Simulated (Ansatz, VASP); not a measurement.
## Mo: VASP beside Ansatz

```xyz
1
Lattice="2.6500 0.0000 0.0000 -1.3250 2.2949 0.0000 0.0000 0.0000 2.7228" Properties=species:S:1:pos:R:3 pbc="T T T"
Mo    0.0000    0.0000    1.3614
```

Alike in both runs: task single point; functional LDA; k mesh 24 × 24 × 20; occupations gaussian, width 0.15 eV; no spin polarisation.

|  | VASP | Ansatz |
| --- | --- | --- |
| version | VASP 6.6.1 | Ansatz 0.2.0 |
| potentials or method | VASP PAW LDA potentials, release 64 (Mo_sv), cutoff 520 eV | scalar-relativistic, plane waves, PAW |
| valence electrons in the cell | 14 | 14 |

```csv
,VASP,Ansatz,Ansatz less VASP
gap on the k mesh at the Fermi level (eV),none,none,-
pressure (GPa),-3.5,-4.4,-0.90
"traceless stress, the component that is largest in VASP (GPa)",-18.86,-18.70,+0.161
```

LDA's correlation is that of Perdew and Zunger in VASP and of Perdew and Wang (1992) in Ansatz. A gap of «none» marks a metal or a gap that the smearing closes.
